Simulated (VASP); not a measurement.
# Y (P6_3/mmc) in VASP: a series of runs

Y is run at these levels: PBEsol-based global hybrid with 25 % exact exchange; tasks: single point, relaxation of cell and atoms.

Everything below comes from runs of VASP 6.6.1. Logs are shortened: lines on timing, memory, paths and dates and some standing lists are left out, and cuts for length are marked.

## (1) The cell of the first run

Symmetry: P6_3/mmc, No. 194, hexagonal system. Conventional cell: a = 3.637 Å, b = 3.637 Å, c = 5.801 Å, α = 90.00°, β = 90.00°, γ = 120.00°. Within 4.7 Å of Y (site symmetry -6m2) lie 12 Y at 3.58 to 3.64 Å.

## (2) Single point, PBEsol-based global hybrid with 25 % exact exchange

Contents of POSCAR:

```
Y
1.0
    3.6371884221      0.0000000000      0.0000000000
   -1.8185942110      3.1498975719      0.0000000000
    0.0000000000      0.0000000000      5.8013371473
Y
2
Direct
    0.6666666667      0.3333333333      0.7500000000
    0.3333333333      0.6666666667      0.2500000000
```

Contents of INCAR.step1:

```
PREC = Accurate
ENCUT = 520
EDIFF = 1E-5
ISMEAR = 1
SIGMA = 0.2
LREAL = F
LASPH = T
NELM = 80
ALGO = Normal
ISIF = 2
LWAVE = T
LCHARG = F
NBANDS = 18
GGA = PE
```

Contents of INCAR.step2:

```
PREC = Accurate
ENCUT = 520
EDIFF = 1E-6
ISMEAR = 1
SIGMA = 0.2
LREAL = F
LASPH = T
NELM = 80
ALGO = Normal
ISIF = 2
LWAVE = F
LCHARG = F
GGA = PS
LHFCALC = T
AEXX = 0.25
PRECFOCK = Normal
NBANDS = 18
ISTART = 1
```

Contents of KPOINTS:

```
regular mesh
0
Gamma
  4 4 3
```

Potentials or basis: VASP PAW PBE potentials, release 64 (Y_sv).

Started as:

```bash
cat potpaw_PBE.64/Y_sv/POTCAR > POTCAR
cp INCAR.step1 INCAR
mpirun -np 1 vasp_std > vasp.out
cp INCAR.step2 INCAR
mpirun -np 1 vasp_std > vasp.out
```

OUTCAR:

```text
PREC = Accurate
   ENCUT = 520
   EDIFF = 1E-6
   ISMEAR = 1
   LREAL = F
   LASPH = T
   NELM = 80
   ISIF = 2
   GGA = PS
   LHFCALC = T
   AEXX = 0.25
   PRECFOCK = Normal
   ISTART = 1

 ion  position               nearest neighbor table
   1  0.667  0.333  0.750-   2 3.58   2 3.58   2 3.58   2 3.58   2 3.58   2 3.58
   2  0.333  0.667  0.250-   1 3.58   1 3.58   1 3.58   1 3.58   1 3.58   1 3.58

  LATTYP: Found a hexagonal cell.
 ALAT       =     3.6371884221
 C/A-ratio  =     1.5950059425

  Lattice vectors:

 A1 = (   3.6371884221,   0.0000000000,   0.0000000000)
 A2 = (  -1.8185942110,   3.1498975719,   0.0000000000)
 A3 = (   0.0000000000,   0.0000000000,   5.8013371473)

Analysis of symmetry for initial positions (statically):
=====================================================================
 Subroutine PRICEL returns:
 Original cell was already a primitive cell.

 Routine SETGRP: Setting up the symmetry group for a
 hexagonal supercell.

 Subroutine GETGRP returns: Found 24 space group operations
 (whereof 12 operations were pure point group operations)
 out of a pool of 24 trial point group operations.

The static configuration has the point symmetry D_3d.
 The point group associated with its full space group is D_6h.

Analysis of symmetry for dynamics (positions and initial velocities):
=====================================================================
 Subroutine PRICEL returns:
 Original cell was already a primitive cell.

 Routine SETGRP: Setting up the symmetry group for a
 hexagonal supercell.

 Subroutine GETGRP returns: Found 24 space group operations
 (whereof 12 operations were pure point group operations)
 out of a pool of 24 trial point group operations.

The dynamic configuration has the point symmetry D_3d.
 The point group associated with its full space group is D_6h.

 Subroutine INISYM returns: Found 24 space group operations
 (whereof 12 operations are pure point group operations),
 and found     1 'primitive' translations

----------------------------------------------------------------------------------------

                                     Primitive cell

  volume of cell :      66.4646

[... 74 lines left out ...]
   NSW    =      0    number of steps for IOM
   IBRION =     -1    ionic relax: 0-MD 1-quasi-New 2-CG
   NFREE  =      0    steps in history (QN), initial steepest desc. (CG)
   ISIF   =      2    stress and relaxation
   ISYM   =      3    0-nonsym 1-usesym 2-fastsym
   POTIM  = 0.5000    time-step for ionic-motion
   TEBEG  =    0.0;   TEEND  =   0.0 temperature during run
   PSTRESS=    0.0 pullay stress
   NELECT =      22.0000    total number of electrons
   NUPDOWN=      -1.0000    fix difference up-down
   EMIN   =  10.00;   EMAX   =-10.00  energy-range for DOS
   EFERMI =   0.00;   METHOD = LEGACY
   ISMEAR =     1;   SIGMA  =   0.20  broadening in eV -4-tet -1-fermi 0-gaus
   EFERMI_NEDOS =   21; number of points for ismear=-14 and -15
   IALGO  =     38    algorithm
   IMIX   =      1    mixing-type and parameters
     AMIX     =   0.40;   BMIX     =  1.00
     AMIX_MAG =   1.60;   BMIX_MAG =  1.00
  volume/ion in A,a.u.               =      33.23       224.26
  Fermi-wavevector in a.u.,A,eV,Ry     =   1.132450  2.140020 17.448689  1.282442
  Thomas-Fermi vector in A             =   2.269151
   LORBIT       =      0    0 simple, 1 ext, 2 COOP (PROOUT), +10 PAW based schemes
   GGA     = PS    functional components
   LHFCALC =     T    Hartree Fock is set to
   PRECFOCK=normal    Normal, Fast or Accurate (Low or Medium for compatibility)
   ENCUT4O =  -1.0   cutoff for four orbital integrals eV
   NKREDX  =     1    reduce k-point grid by
   NKREDY  =     1    reduce k-point grid by
   NKREDZ  =     1    reduce k-point grid by
   AEXX    =    0.2500 exact exchange contribution
   HFSCREEN=    0.0000 screening length (either q_TF or 0.3 A-1)
   HFSCREENC=   0.0000 screening length for correlation (either q_TF or 0.3 A-1)
   ENCUTFOCK=  -1.0 apply spherical cutoff to Coloumb kernel
   IVDW    =     0    specifies the selected vdW correction
   LEPSILON=     F    determine dielectric tensor
   LRPA    =     F    only Hartree local field effects (RPA)
 non-spin polarized calculation
 Methfessel and Paxton  Order N= 1 SIGMA  =   0.20
  energy-cutoff  :      520.00
  volume of cell :       66.46
 maximum number of plane-waves:      1796
 NGX is ok and might be reduce to    28
  NGX = 24; NGY = 24; NGZ = 36

 number of electron      22.0000001 magnetization

 Free energy of the ion-electron system (eV)
  ---------------------------------------------------
  ext. energy  EPLUGINS =         0.00000000
  ---------------------------------------------------
  free energy    TOTEN  =       -16.64267601 eV

  energy without entropy =      -16.65139935  energy(sigma->0) =      -16.64558379

 E-fermi :   2.5696     XC(G=0):  -7.5067

 val. band max:        2.4435331754   @ k =   0.5000  -0.0000   0.3333
 cond. band min:       3.2048450830   @ k =   0.2500   0.2500   0.3333
 fundamental gap:      0.7613119077
 Fermi energy:         2.5695598021

 k-point     1 :       0.0000    0.0000    0.0000
  band No.  band energies     occupation
      1     -43.6169      2.00000
      2     -43.5442      2.00000
      3     -22.5551      2.00000
      4     -22.0218      2.00000
      5     -22.0218      2.00000
      6     -21.9382      2.00000
[... 145 lines left out ...]
      5     -22.2179      2.00000
      6     -22.1642      2.00000
[... 10 lines left out ...]
     17       8.2586      0.00000
     18       9.4481      0.00000

------------------------ aborting loop because EDIFF is reached ----------------------------------------

  FORCE on cell =-STRESS in cart. coord.  units (eV):
  Direction    XX          YY          ZZ          XY          YZ          ZX
  --------------------------------------------------------------------------------------
  -------------------------------------------------------------------------------------
  Total       -0.0913013     -0.0913013     -0.1133436     -0.0000000      0.0000000      0.0000000
  in kB       -2.2008852     -2.2008852     -2.7322297     -0.0000000      0.0000000      0.0000000
  external PRESSURE =      -2.3780000 kB  Pullay stress =       0.0000000 kB

 VOLUME and BASIS-vectors are now :
 -----------------------------------------------------------------------------
  energy-cutoff  :      520.00
  volume of cell :       66.46
      direct lattice vectors                 reciprocal lattice vectors
     3.637188422  0.000000000  0.000000000     0.274937640  0.158735320  0.000000000
    -1.818594211  3.149897572  0.000000000     0.000000000  0.317470641  0.000000000
     0.000000000  0.000000000  5.801337147     0.000000000  0.000000000  0.172374054

 POSITION                                       TOTAL-FORCE (eV/Angst)
 -----------------------------------------------------------------------------------
      1.81859      1.04997      4.35100         0.000000     -0.000000      0.000000
     -0.00000      2.09993      1.45033        -0.000000      0.000000      0.000000
 -----------------------------------------------------------------------------------
    total drift:                                0.000000      0.000000      0.000000

  FREE ENERGIE OF THE ION-ELECTRON SYSTEM (eV)
  ---------------------------------------------------
  free  energy   TOTEN  =       -16.6426760092 eV

  energy  without entropy=      -16.6513993543  energy(sigma->0) =      -16.64558379
```

OSZICAR.step1:

```text
N       E                     dE             d eps       ncg     rms          rms(c)
DAV:   1     0.927529220035E+02    0.92753E+02   -0.11437E+04   288   0.116E+03
DAV:   2    -0.586166910742E+01   -0.98615E+02   -0.96902E+02   374   0.265E+02
DAV:   3    -0.129828582556E+02   -0.71212E+01   -0.70663E+01   486   0.433E+01
DAV:   4    -0.132271761017E+02   -0.24432E+00   -0.24405E+00   380   0.747E+00
DAV:   5    -0.132313406418E+02   -0.41645E-02   -0.41644E-02   430   0.827E-01    0.336E+01
DAV:   6    -0.128845654219E+02    0.34678E+00   -0.44083E-01   320   0.401E+00    0.206E+01
DAV:   7    -0.128242033438E+02    0.60362E-01   -0.84103E-01   376   0.509E+00    0.164E+00
DAV:   8    -0.128146766850E+02    0.95267E-02   -0.16415E-01   350   0.223E+00    0.100E+00
DAV:   9    -0.128137362076E+02    0.94048E-03   -0.34450E-03   392   0.365E-01    0.316E-01
DAV:  10    -0.128138365379E+02   -0.10033E-03   -0.15478E-03   308   0.345E-01    0.297E-01
DAV:  11    -0.128137895142E+02    0.47024E-04   -0.11082E-04   390   0.862E-02    0.434E-02
DAV:  12    -0.128137856979E+02    0.38163E-05   -0.24019E-05   240   0.421E-02
   1 F= -.12813786E+02 E0= -.12803196E+02  d E =-.317691E-01
```

It took 14 min on 1 thread of Intel Xeon Platinum 8259CL at 2.50GHz (Skylake/Cascade Lake), shared host; peak memory 0.2 GiB.

What came out:

```
Free energy            : -16.6427 eV
Pressure               : -0.2 GPa
Band gap on the k mesh : zero (bands 11 and 12 overlap by 1.79 eV)
```

Caveat: the k points lie up to 0.50 Å⁻¹ apart, too coarse for converged energies and pressures of a metal; the PAW data sets were made with another functional, which shifts forces and pressure a little.

## (3) Relaxation of cell and atoms, PBEsol-based global hybrid with 25 % exact exchange

This run uses another cell than the first one, of 33.01 Å³/atom.

Contents of POSCAR:

```
Y
1.0
    3.6474000000      0.0000000000      0.0000000000
   -1.8237000000      3.1587410578      0.0000000000
    0.0000000000      0.0000000000      5.7306000000
Y
2
Direct
    0.6666666667      0.3333333333      0.7500000000
    0.3333333333      0.6666666667      0.2500000000
```

Contents of INCAR.step1:

```
SYSTEM = Y
PREC = Accurate
ENCUT = 600
EDIFF = 1E-5
ISMEAR = 1
SIGMA = 0.2
LREAL = .False.
LASPH = .True.
NELM = 60
ALGO = Normal
LWAVE = .True.
LCHARG = .False.
GGA = PE
NBANDS = 18
```

Contents of INCAR.step2:

```
SYSTEM = Y
PREC = Accurate
ENCUT = 600
EDIFF = 1E-7
ISMEAR = 1
SIGMA = 0.2
LREAL = .False.
LASPH = .True.
NELM = 60
ALGO = Normal
ISIF = 3
LWAVE = .False.
LCHARG = .False.
GGA = PS
LHFCALC = .True.
AEXX = 0.25
PRECFOCK = Normal
IBRION = 2
NSW = 60
EDIFFG = -0.01
ISTART = 1
```

Contents of KPOINTS:

```
Automatic mesh
0
Gamma
  4 4 3
  0 0 0
```

Potentials or basis: VASP PAW PBE potentials, release 64 (Y_sv).

Started as:

```bash
cat potpaw_PBE.64/Y_sv/POTCAR > POTCAR
cp INCAR.step1 INCAR
mpirun -np 1 vasp_std > vasp.out
cp INCAR.step2 INCAR
mpirun -np 1 vasp_std > vasp.out
```

It took 46 min on 1 thread of Intel Xeon Platinum 8259CL at 2.50GHz (Skylake/Cascade Lake), shared host; peak memory 0.24 GiB.

Results (log left out):

| Quantity | Value |
| --- | --- |
| Free energy | -16.6432 eV |
| Relaxed volume | 33.03 Å³/atom |
| Relaxed cell | a = 3.631 Å, b = 3.631 Å, c = 5.787 Å, α = 90.00°, β = 90.00°, γ = 120.00° |
| Space group after relaxing (to 0.1 Å) | P6_3/mmc (No. 194) |
| Energy gained by relaxing | 1.5 meV/atom |
| Ionic steps | 3 |
| Pressure after relaxing | 0.0 GPa |
| Band gap on the k mesh | zero (bands 11 and 12 overlap by 1.80 eV) |

The path:
| step | energy change (eV) | largest force (eV/Å) | pressure (GPa) | volume (Å³) |
| --- | --- | --- | --- | --- |
| 1 | 0.0000 | 0.0000 | 0.03 | 66.02 |
| 2 | -0.0029 | 0.0000 | -0.03 | 66.07 |
| 3 | -0.0029 | 0.0000 | -0.03 | 66.07 |

Final structure:
```
CELL_PARAMETERS angstrom
3.63087 0.00000 0.00000
-1.81544 3.14443 0.00000
0.00000 0.00000 5.78676
ATOMIC_POSITIONS crystal
Y 0.66667 0.33333 0.75000
Y 0.33333 0.66667 0.25000
```

Levels at points of the mesh, in eV from the Fermi level:
| k point | band 7 | band 8 | band 9 | band 10 | band 11 | band 12 | band 13 | band 14 | band 15 |
| --- | --- | --- | --- | --- | --- | --- | --- | --- | --- |
| (0.00, 0.00, 0.00) | -24.50 | -24.50 | -5.79 | -2.14 | 1.14 | 3.01 | 3.01 | 3.23 | 3.65 |
| (0.50, 0.00, 0.00) | -24.65 | -24.56 | -2.08 | -1.40 | -1.06 | -0.37 | 2.27 | 2.73 | 3.13 |

Caveat: the k points lie up to 0.50 Å⁻¹ apart in the final cell, too coarse for converged energies and pressures of a metal; the PAW data sets were made with another functional, which shifts forces and pressure a little.

The gap in the log of VASP goes by the Fermi energy; the results here count the filled bands.